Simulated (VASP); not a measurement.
Wanted: the native input for a VASP 6.6.1 run.

| Item | Value |
| --- | --- |
| Task | single point |
| Functional | PBE |
| Potentials or basis | VASP PAW PBE potentials, release 64 (Ir) |
| Cutoff | 520 eV |
| k mesh | 3 × 3 × 3 |
| Occupations | methfessel-paxton, width 0.1 eV |
| Spin | no spin polarisation |
| Dipole correction | no |
| Further INCAR settings | LREAL = Auto; ALGO = Normal; EDIFF = 1e-07; NBANDS = 80 |

The structure of Ir (a cell with a defect) lies in POSCAR:

```
Ir
1.0
   -3.8700194500      3.8700194500      3.8700194500
    3.8700194500     -3.8700194500      3.8700194500
    3.8700194500      3.8700194500     -3.8700194500
Ir
15
Direct
    0.2489526248      0.4965981502      0.2481961686
   -0.0002928926      0.2473515992      0.7496404185
   -0.0002913422      0.4980338019      0.4989003350
   -0.0003051664      0.7487609655      0.2482128352
    0.2489669658     -0.0019740211      0.7496046305
    0.2489540460      0.2473048294      0.4974622285
    0.2489615395      0.7487424902     -0.0011144647
    0.4997583410     -0.0019224710      0.4988753997
    0.4982684260      0.2473705914      0.2482322150
    0.4996930959      0.4980260500     -0.0011021908
    0.5011153109      0.7487573480      0.7496095401
    0.7503866680     -0.0019331944      0.2481379002
    0.7504066937      0.2473243384     -0.0010908214
    0.7504197427      0.4995029159      0.7496262067
    0.7504480372      0.7487869344      0.5003438678
```

One way to write it, as run:

INCAR

```
SYSTEM = Ir
PREC     = Accurate       ! precision mode
ENCUT    = 520            ! plane-wave cutoff, eV
EDIFF    = 1E-7           ! SCF threshold, eV
ISMEAR   = 1              ! smearing method
SIGMA    = 0.1            ! smearing width, eV
LREAL    = Auto         
LASPH    = .True.         ! aspherical terms in the spheres
NELM     = 80             ! most SCF steps
ALGO     = Normal         ! electronic algorithm
ISIF     = 2              ! what is computed and relaxed
LWAVE    = .False.        ! write WAVECAR
LCHARG   = .False.        ! write CHGCAR
GGA      = PE             ! functional
NBANDS   = 80             ! bands
```

KPOINTS

```
Automatic mesh
0
Gamma
  3 3 3
  0 0 0
```

Potentials or basis: VASP PAW PBE potentials, release 64 (Ir).

Launch:

```bash
$ cat potpaw_PBE.64/Ir/POTCAR > POTCAR
$ mpirun -np 1 vasp_std > vasp.out
```

Results of the run:

* Pressure: -6.9 GPa
* Largest force: 0.017 eV/Å
* Band gap on the k mesh: zero (an odd number of electrons rules out a gap without spin polarisation)

Caveat: the k points lie up to 0.38 Å⁻¹ apart, too coarse for converged energies and pressures of a metal; spin-orbit coupling is left out, which moves the levels of the heavy elements.

Run time: 14 min on 1 thread of Intel(R) Xeon(R) Platinum 8259CL CPU @ 2.50GHz (Skylake/Cascade Lake), on a shared host, peak memory 0.46 GiB.
